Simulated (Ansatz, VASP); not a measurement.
One calculation of MgB2, two programs

INCAR

```
ALGO = Normal
EDIFF = 1E-6
EDIFFG = -0.005
ENCUT = 600
IBRION = 2
ISIF = 3
ISMEAR = 0
LASPH = True
LCHARG = False
LREAL = False
LWAVE = False
NELM = 80
NSW = 70
PREC = Accurate
SIGMA = 0.1
```

The input KPOINTS:

```
k-points
0
Gamma
  15 15 12
```

Contents of POSCAR:

```
MgB2
1.0
    3.0728984929      0.0000000000      0.0000000000
   -1.5364492465      2.6612081581      0.0000000000
    0.0000000000      0.0000000000      3.5320018760
Mg B
1 2
Direct
    0.0000000000      0.0000000000      0.0000000000
    0.3333333333      0.6666666667      0.5000000000
    0.6666666667      0.3333333333      0.5000000000
```

Input for Ansatz:

```yaml
crystal:
  lattice:
    - [3.0728984929, 0.0, 0.0]
    - [-1.5364492465, 2.6612081581, 0.0]
    - [0.0, 0.0, 3.532001876]
  atoms:
    - { symbol: Mg, position: [0.0, 0.0, 0.0] }
    - { symbol: B, position: [0.3333333333, 0.6666666667, 0.5] }
    - { symbol: B, position: [0.6666666667, 0.3333333333, 0.5] }
basis:
  ecutwfc: 420
kpoints:
  mp_grid: { grid: [15, 15, 12] }
hamiltonian:
  xc: lda
scf:
  occupations: { method: gaussian, width: 0.1 }
output:
  forces: true
  stress: true
  eigenvalues: true
relax:
  adjacent_minimum: "off"
  f_tol: 0.005
  max_steps: 50
  cell: { stress_tol: 0.05 }
```

Alike in both runs: task relaxation of cell and atoms; functional LDA; k mesh 15 × 15 × 12; occupations gaussian, width 0.1 eV; no spin polarisation.

|  | VASP | Ansatz |
| --- | --- | --- |
| version | VASP 6.6.1 | Ansatz 0.2.0 |
| potentials or method | VASP PAW LDA potentials, release 64 (Mg, B), cutoff 600 eV | scalar-relativistic, plane waves, PAW |
| valence electrons in the cell | 8 | 16 |

VASP gave:

```
gap on the k mesh at the Fermi level, each at its own relaxed structure (eV) : none
relaxed volume (Å³/atom)                                                     : 9.16
relaxed cell length with the largest relative difference (Å)                 : 3.452
```

Question: Which values does Ansatz return?

Answer: gap on the k mesh at the Fermi level, each at its own relaxed structure (eV): none; relaxed volume (Å³/atom): 9.20; relaxed cell length with the largest relative difference (Å): 3.460.

LDA's correlation is that of Perdew and Zunger in VASP and of Perdew and Wang (1992) in Ansatz. A gap of «none» marks a metal or a gap that the smearing closes. VASP's potentials hold 8 valence electrons a cell and Ansatz's 16, so a difference there can come from the potentials and not from the codes.
